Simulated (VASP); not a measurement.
# Ta4N3 (I4/mmm) in VASP: further runs

The runs below take Ta4N3 through single point, with PBEsol.

All numbers are computed with VASP 6.6.1; they aren't measurements. Logs are shortened: lines on timing, memory, paths and dates and some standing lists are left out, and cuts for length are marked.

## (1) The cell of the first run

It takes space group I4/mmm (No. 139, tetragonal). Conventional cell: a = 4.406 Å, b = 4.406 Å, c = 8.621 Å, α = 90.00°, β = 90.00°, γ = 90.00°. Within 3.2 Å of Ta (site symmetry mmm) lie 4 N at 2.16 to 2.20 Å and 12 Ta at 3.00 to 3.17 Å. Ta (site symmetry 4mm) has 5 N at 2.21 to 2.27 Å and 12 Ta at 3.00 to 3.17 Å within 3.2 Å. N (site symmetry -4m2) has 6 Ta at 2.16 to 2.21 Å within 2.9 Å. Within 2.9 Å of N (site symmetry 4/mmm) lie 6 Ta at 2.20 to 2.27 Å.

## (2) Single point, PBEsol

Input file INCAR:

```
PREC = Accurate ; ENCUT = 520
EDIFF = 1E-6 ; ISMEAR = 0
SIGMA = 0.1 ; LREAL = False
LASPH = True ; NELM = 100
ALGO = Fast ; ISIF = 2
LWAVE = False ; LCHARG = True
GGA = PS ; LELF = True
LVHAR = True ; NBANDS = 38
```

Input file KPOINTS:

```
regular mesh
0
Gamma
  12 12 12
```

Input file POSCAR:

```
Ta4N3
1.0
   -2.2031960000      2.2031960000      4.3106130000
    2.2031960000     -2.2031960000      4.3106130000
    2.2031960000      2.2031960000     -4.3106130000
Ta N
4 3
Direct
    0.0000000000      0.5000000000      0.5000000000
    0.2638200000      0.2638200000      0.0000000000
    0.5000000000      0.0000000000      0.5000000000
    0.7361800000      0.7361800000      0.0000000000
    0.7500000000      0.2500000000      0.5000000000
    0.0000000000      0.0000000000      0.0000000000
    0.2500000000      0.7500000000      0.5000000000
```

Potentials or basis: VASP PAW PBE potentials, release 64 (Ta_pv, N).

Launch:

```
$ cat potpaw_PBE.64/Ta_pv/POTCAR potpaw_PBE.64/N/POTCAR > POTCAR
$ mpirun -np 1 vasp_std > vasp.out
```

OUTCAR:

```text
PREC = Accurate
   ENCUT = 520
   EDIFF = 1E-6
   ISMEAR = 0
   LREAL = False
   LASPH = True
   NELM = 100
   ISIF = 2
   GGA = PS

 ion  position               nearest neighbor table
   1  0.000  0.500  0.500-   5 2.16   7 2.16   6 2.20   6 2.20   4 3.00   4 3.00   2 3.00   2 3.00
                             3 3.12   3 3.12   3 3.12   3 3.12   2 3.17   4 3.17   2 3.17   4 3.17
   2  0.264  0.264  0.000-   5 2.21   7 2.21   7 2.21   5 2.21   6 2.27   1 3.00   3 3.00   3 3.00
                             1 3.00   4 3.12   4 3.12   4 3.12   4 3.12   3 3.17   3 3.17   1 3.17
   3  0.500  0.000  0.500-   5 2.16   7 2.16   6 2.20   6 2.20   4 3.00   4 3.00   2 3.00   2 3.00
                             1 3.12   1 3.12   1 3.12   1 3.12   4 3.17   4 3.17   2 3.17   2 3.17
   4  0.736  0.736  0.000-   7 2.21   5 2.21   5 2.21   7 2.21   6 2.27   3 3.00   1 3.00   3 3.00
                             1 3.00   2 3.12   2 3.12   2 3.12   2 3.12   3 3.17   1 3.17   1 3.17
   5  0.750  0.250  0.500-   1 2.16   3 2.16   2 2.21   4 2.21   2 2.21   4 2.21
   6  0.000  0.000  0.000-   1 2.20   3 2.20   1 2.20   3 2.20   2 2.27   4 2.27
   7  0.250  0.750  0.500-   1 2.16   3 2.16   2 2.21   4 2.21   2 2.21   4 2.21

  LATTYP: Found a body centered tetragonal cell.
 ALAT       =     4.4063920000
 C/A-ratio  =     1.9565272450

  Lattice vectors:

 A1 = (  -2.2031960000,   2.2031960000,   4.3106130000)
 A2 = (   2.2031960000,  -2.2031960000,   4.3106130000)
 A3 = (   2.2031960000,   2.2031960000,  -4.3106130000)

Analysis of symmetry for initial positions (statically):
=====================================================================
 Subroutine PRICEL returns:
 Original cell was already a primitive cell.

 Routine SETGRP: Setting up the symmetry group for a
 body centered tetragonal supercell.

 Subroutine GETGRP returns: Found 16 space group operations
 (whereof 16 operations were pure point group operations)
 out of a pool of 16 trial point group operations.

The static configuration has the point symmetry D_4h.

Analysis of symmetry for dynamics (positions and initial velocities):
=====================================================================
 Subroutine PRICEL returns:
 Original cell was already a primitive cell.

 Routine SETGRP: Setting up the symmetry group for a
 body centered tetragonal supercell.

 Subroutine GETGRP returns: Found 16 space group operations
 (whereof 16 operations were pure point group operations)
 out of a pool of 16 trial point group operations.

The dynamic configuration has the point symmetry D_4h.

 Subroutine INISYM returns: Found 16 space group operations
 (whereof 16 operations are pure point group operations),
 and found     1 'primitive' translations

[... 113 lines left out ...]
   TEBEG  =    0.0;   TEEND  =   0.0 temperature during run
   PSTRESS=    0.0 pullay stress
   NELECT =      59.0000    total number of electrons
   NUPDOWN=      -1.0000    fix difference up-down
   EMIN   =  10.00;   EMAX   =-10.00  energy-range for DOS
   EFERMI =   0.00;   METHOD = LEGACY
   ISMEAR =     0;   SIGMA  =   0.10  broadening in eV -4-tet -1-fermi 0-gaus
   EFERMI_NEDOS =   21; number of points for ismear=-14 and -15
   IALGO  =     68    algorithm
   IMIX   =      4    mixing-type and parameters
     AMIX     =   0.40;   BMIX     =  1.00
     AMIX_MAG =   1.60;   BMIX_MAG =  1.00
  volume/ion in A,a.u.               =      11.96        80.69
  Fermi-wavevector in a.u.,A,eV,Ry     =   1.456992  2.753315 28.882784  2.122825
  Thomas-Fermi vector in A             =   2.573845
   LORBIT       =      0    0 simple, 1 ext, 2 COOP (PROOUT), +10 PAW based schemes
   GGA     = PS    functional components
   LHFCALC =     F    Hartree Fock is set to
   AEXX    =    0.0000 exact exchange contribution
   IVDW    =     0    specifies the selected vdW correction
   LEPSILON=     F    determine dielectric tensor
   LRPA    =     F    only Hartree local field effects (RPA)
 non-spin polarized calculation
 RMM-DIIS sequential band-by-band and
 Gauss-broadening in eV      SIGMA  =   0.10
  energy-cutoff  :      520.00
  volume of cell :       83.70
 maximum number of plane-waves:      2280
   NGX = 19   NGY = 19   NGZ = 19

 number of electron      59.0000002 magnetization

 Free energy of the ion-electron system (eV)
  ---------------------------------------------------
  ext. energy  EPLUGINS =         0.00000000
  ---------------------------------------------------
  free energy    TOTEN  =       -83.56370997 eV

  energy without entropy =      -83.55154395  energy(sigma->0) =      -83.55762696

 E-fermi :   7.9193     XC(G=0): -13.2706

 val. band max:        7.9162373288   @ k =  -0.4167   0.1667   0.0833
 cond. band min:       7.9224759736   @ k =   0.4167   0.0833   0.0833
 fundamental gap:      0.0062386449
 Fermi energy:         7.9192706403

 k-point     1 :       0.0000    0.0000    0.0000
  band No.  band energies     occupation
      1     -27.7843      2.00000
      2     -27.7843      2.00000
      3     -27.6688      2.00000
      4     -27.4695      2.00000
      5     -27.4695      2.00000
      6     -27.3072      2.00000
[... 973 lines left out ...]
     37      10.7949      0.00000
     38      11.8781      0.00000

 [... further k-points ...]

------------------------ aborting loop because EDIFF is reached ----------------------------------------

  FORCE on cell =-STRESS in cart. coord.  units (eV):
  Direction    XX          YY          ZZ          XY          YZ          ZX
  --------------------------------------------------------------------------------------
  -------------------------------------------------------------------------------------
  Total       -4.9160781     -4.9160781     -4.5504929      0.0000000     -0.0000000     -0.0000000
  in kB      -94.1074626    -94.1074626    -87.1091413      0.0000000     -0.0000000     -0.0000000
  external PRESSURE =     -91.7746888 kB  Pullay stress =       0.0000000 kB

 VOLUME and BASIS-vectors are now :
 -----------------------------------------------------------------------------
  energy-cutoff  :      520.00
  volume of cell :       83.70
      direct lattice vectors                 reciprocal lattice vectors
    -2.203196000  2.203196000  4.310613000     0.000000000  0.226943041  0.115992783
     2.203196000 -2.203196000  4.310613000     0.226943041  0.000000000  0.115992783
     2.203196000  2.203196000 -4.310613000     0.226943041  0.226943041  0.000000000

 POSITION                                       TOTAL-FORCE (eV/Angst)
 -----------------------------------------------------------------------------------
      2.20320      0.00000      0.00000         0.000000      0.000000      0.000000
      0.00000      0.00000      2.27445        -0.000000     -0.000000     -0.199606
      0.00000      2.20320      0.00000         0.000000      0.000000      0.000000
      0.00000      0.00000      6.34677        -0.000000     -0.000000      0.199606
      0.00000      2.20320      2.15531         0.000000      0.000000      0.000000
      0.00000      0.00000      0.00000         0.000000      0.000000      0.000000
      2.20320      0.00000      2.15531         0.000000      0.000000      0.000000
 -----------------------------------------------------------------------------------
    total drift:                               -0.000000     -0.000000      0.000000

  FREE ENERGIE OF THE ION-ELECTRON SYSTEM (eV)
  ---------------------------------------------------
  free  energy   TOTEN  =       -83.5637099717 eV

  energy  without entropy=      -83.5515439452  energy(sigma->0) =      -83.55762696
```

OSZICAR:

```text
N       E                     dE             d eps       ncg     rms          rms(c)
DAV:   1     0.567358395111E+03    0.56736E+03   -0.32123E+04 12396   0.163E+03
DAV:   2    -0.528468632887E+02   -0.62021E+03   -0.60243E+03 13794   0.482E+02
DAV:   3    -0.914249703236E+02   -0.38578E+02   -0.37750E+02 15562   0.110E+02
DAV:   4    -0.922670378137E+02   -0.84207E+00   -0.83504E+00 15584   0.157E+01
DAV:   5    -0.922809079397E+02   -0.13870E-01   -0.13846E-01 15470   0.179E+00    0.431E+01
RMM:   6    -0.837260246258E+02    0.85549E+01   -0.35052E+01 15797   0.233E+01    0.202E+01
RMM:   7    -0.836263887081E+02    0.99636E-01   -0.58282E+00 16306   0.110E+01    0.908E+00
RMM:   8    -0.835526399742E+02    0.73749E-01   -0.86872E-01 15880   0.409E+00    0.100E+00
RMM:   9    -0.835636222808E+02   -0.10982E-01   -0.25943E-01 17533   0.184E+00    0.532E-01
RMM:  10    -0.835635200104E+02    0.10227E-03   -0.30626E-02 17277   0.779E-01    0.282E-01
RMM:  11    -0.835636889577E+02   -0.16895E-03   -0.58960E-03 16552   0.371E-01    0.107E-01
RMM:  12    -0.835636938229E+02   -0.48652E-05   -0.16824E-03 16862   0.194E-01    0.512E-02
RMM:  13    -0.835637051186E+02   -0.11296E-04   -0.27849E-04 16790   0.866E-02    0.140E-02
RMM:  14    -0.835637091004E+02   -0.39818E-05   -0.68272E-05 16487   0.410E-02    0.631E-03
RMM:  15    -0.835637100195E+02   -0.91913E-06   -0.13369E-05 14339   0.177E-02    0.309E-03
RMM:  16    -0.835637099717E+02    0.47873E-07   -0.38303E-06 11415   0.843E-03
   1 F= -.83563710E+02 E0= -.83557627E+02  d E =-.121660E-01
```

stdout:

```text
POSCAR found type information on POSCAR TaN
 POSCAR found :  2 types and       7 ions
 scaLAPACK will be used
 -----------------------------------------------------------------------------
|                                                                             |
|                                                                             |
|     You enforced a specific xc type in the INCAR file but a different       |
|     I HOPE YOU KNOW WHAT YOU ARE DOING!                                     |
|                                                                             |
 -----------------------------------------------------------------------------

 LDA part: xc-table for (Slater+PW92), standard interpolation
 POSCAR, INCAR and KPOINTS ok, starting setup
 FFT: planning ... GRIDC
 FFT: planning ... GRID_SOFT
 FFT: planning ... GRID
 WAVECAR not read
 entering main loop
```

Run time: 19 min. Hardware: 1 thread of Oxide Virtual Turin-like, shared host; peak memory 0.49 GiB.

Results:

```
Free energy            : -83.5637 eV
Pressure               : -9.2 GPa
Largest force          : 0.200 eV/Å
Band gap on the k mesh : zero (an odd number of electrons rules out a gap without spin polarisation)
```

Forces in eV/Å, atoms in the order of the input:
```
Ta   0.000  0.000  0.000
Ta   0.000  0.000 -0.200
Ta   0.000  0.000  0.000
Ta   0.000  0.000  0.200
N    0.000  0.000  0.000
N    0.000  0.000  0.000
N    0.000  0.000  0.000
```

Stress tensor (GPa, compression positive):
```
-9.41  0.00  0.00
 0.00 -9.41  0.00
 0.00  0.00 -8.71
```

Caveat: the cell stands under tension; the PAW data sets were made with another functional, which shifts forces and pressure a little; spin-orbit coupling is left out, which moves the levels of the heavy elements; an odd number of electrons without spin polarisation forces a metal; a magnetic or distorted state may lie lower.

## (3) Single point, PBEsol (12.28 Å³/atom)

This run uses another cell than the first one, of 12.28 Å³/atom.

Input file INCAR:

```
SYSTEM = Ta4N3
PREC = Accurate
ENCUT = 520
EDIFF = 1E-7
ISMEAR = 0
SIGMA = 0.1
LREAL = .FALSE.
LASPH = .TRUE.
NELM = 80
ALGO = Fast
ISIF = 2
LWAVE = .FALSE.
LCHARG = .TRUE.
GGA = PS
LELF = .TRUE.
LVHAR = .TRUE.
NBANDS = 38
```

Input file KPOINTS:

```
regular mesh
0
G
  12 12 12
  0 0 0
```

Input file POSCAR:

```
Ta4N3
1.0
   -2.2216268187      2.2216268187      4.3551941778
    2.2216268187     -2.2216268187      4.3551941778
    2.2216268187      2.2216268187     -4.3551941778
Ta N
4 3
Direct
    0.0000000000      0.5000000000      0.5000000000
    0.2599072732      0.2599072732      0.0000000000
    0.5000000000      0.0000000000      0.5000000000
    0.7400927268      0.7400927268      0.0000000000
    0.7500000000      0.2500000000      0.5000000000
    0.0000000000      0.0000000000      0.0000000000
    0.2500000000      0.7500000000      0.5000000000
```

Potentials or basis: VASP PAW PBE potentials, release 64 (Ta_pv, N).

Launch:

```
$ cat potpaw_PBE.64/Ta_pv/POTCAR potpaw_PBE.64/N/POTCAR > POTCAR
$ mpirun -np 1 vasp_std > vasp.out
```

Wall time 23 min (1 thread of Oxide Virtual Turin-like, shared host); peak memory 0.5 GiB.

Results (log left out):

* Free energy: -83.3861 eV
* Pressure: -16.5 GPa
* Largest force: 0.026 eV/Å
* Band gap on the k mesh: zero (an odd number of electrons rules out a gap without spin polarisation)

Forces in eV/Å, atoms in the order of the input:
```
Ta   0.000  0.000  0.000
Ta   0.000  0.000  0.026
Ta   0.000  0.000  0.000
Ta   0.000  0.000 -0.026
N    0.000  0.000  0.000
N    0.000  0.000  0.000
N    0.000  0.000  0.000
```

Stress tensor (GPa, compression positive):
```
-16.59   0.00   0.00
  0.00 -16.59   0.00
  0.00   0.00 -16.45
```

Levels at points of the mesh, in eV from the Fermi level:
```tsv
k point	band 26	band 27	band 28	band 29	band 30	band 31	band 32	band 33	band 34	band 35
(0.00, 0.00, 0.00)	-3.69	-1.15	-1.15	-0.87	-0.56	-0.56	0.82	0.94	0.94	1.15
(0.50, 0.00, 0.00)	-2.64	-1.40	-1.19	-0.47	-0.06	0.62	1.07	1.25	2.33	2.39
(0.50, 0.50, 0.00)	-1.89	-1.62	-1.44	1.18	1.28	1.31	2.15	2.22	2.48	2.60
(0.50, 0.50, 0.50)	-3.88	-3.88	-3.47	-2.59	0.83	0.83	1.39	2.27	2.62	2.64
```

Caveat: the cell stands under tension; the PAW data sets were made with another functional, which shifts forces and pressure a little; spin-orbit coupling is left out, which moves the levels of the heavy elements; an odd number of electrons without spin polarisation forces a metal; a magnetic or distorted state may lie lower.
